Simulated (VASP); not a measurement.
**Zr: single point with PBEsol**

The system is Zr.

```
CELL_PARAMETERS angstrom
3.26432 0.00000 0.00000
-1.63216 2.79899 0.00000
0.00000 0.00000 5.14700
ATOMIC_POSITIONS crystal
Zr 0.33333 0.66667 0.25000
Zr 0.66667 0.33333 0.75000
```

This cell differs from its parent crystal: strain +0.0100 x Voigt [1, 0, 0, 0, 0, 0].

```yaml
Program: VASP 6.6.1
Task: single point
Functional: PBEsol
Potentials_or_basis: VASP PAW PBE potentials, release 64 (Zr_sv)
Cutoff: 520 eV
k_mesh: 18 × 18 × 10
Occupations: gaussian, width 0.15 eV
Spin: no spin polarisation
Dipole_correction: no
Further_INCAR_settings: ALGO = Fast; EDIFF = 1e-07; NBANDS = 19
```

```yaml
Pressure: -4.1 GPa
Largest_force: 0.018 eV/Å
Band_gap_on_the_k_mesh: zero (bands 12 and 13 overlap by 1.23 eV)
```

Forces in eV/Å, atoms in the order of the input:
```
Zr   0.000 -0.018  0.000
Zr   0.000  0.018  0.000
```

Stress tensor (GPa, compression positive):
```
-4.79  0.00  0.00
 0.00 -3.92  0.00
 0.00  0.00 -3.57
```

Levels at points of the mesh, in eV from the Fermi level:
```tsv
k point	band 10	band 11	band 12	band 13	band 14	band 15
(0.00, 0.00, 0.00)	-3.01	0.77	0.93	1.05	1.19	1.47
(0.50, 0.00, 0.00)	-2.51	-2.11	-0.26	0.52	0.79	1.44
(0.00, 0.50, 0.00)	-2.50	-2.11	-0.20	0.43	0.81	1.52
(0.00, 0.00, 0.50)	-3.94	0.07	0.07	0.67	0.67	0.81
(0.50, 0.00, 0.50)	-2.85	-1.03	-1.03	1.57	1.57	2.19
(0.00, 0.50, 0.50)	-2.84	-1.02	-1.02	1.63	1.63	2.11
```

Wall time 15 min on 1 thread of Intel Xeon 8259CL (shared host), peak memory 0.48 GiB.

Caveat: the cell differs from its parent crystal (strain +0.0100 x Voigt [1, 0, 0, 0, 0, 0]); the cell stands under tension; the PAW data sets were made with another functional, which shifts forces and pressure a little.
